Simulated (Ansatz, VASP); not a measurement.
## BeTe: VASP beside Ansatz

```
Be Te
1.0
     0.00000    2.76781    2.87360
     2.76781    0.00000    2.87360
     2.76781    2.76781    0.00000
Be Te
1 1
Direct
  0.00000 0.00000 0.00000
  0.25000 0.25000 0.25000
```

Change from the starting cell: epitaxial_xy strain -2.1%.

Alike in both runs: task single point; functional r2SCAN; k mesh 8 × 8 × 8; no spin polarisation.

|  | VASP | Ansatz |
| --- | --- | --- |
| version | VASP 6.6.1 | Ansatz 0.2.0 |
| potentials or method | VASP PAW PBE potentials, release 64 (Be, Te) | plane waves, PAW |
| plane-wave cutoff (eV) | 520 | 500 |
| occupations | gaussian, width 0.01 eV | fixed |
| valence electrons in the cell | 8 | 18 |

Ansatz gave:

* gap on the k mesh at the Fermi level (eV): 2.14
* pressure (GPa): 1.7
* traceless stress, the component that is largest in VASP (GPa): -1.73

Q: Which values does VASP return?

A: gap on the k mesh at the Fermi level (eV): 2.14; pressure (GPa): 1.9; traceless stress, the component that is largest in VASP (GPa): -1.72.

VASP's potentials were made for PBE, not for r2SCAN. VASP's potentials hold 8 valence electrons a cell and Ansatz's 18, so a difference there can come from the potentials and not from the codes.

Spin-orbit coupling is off throughout.
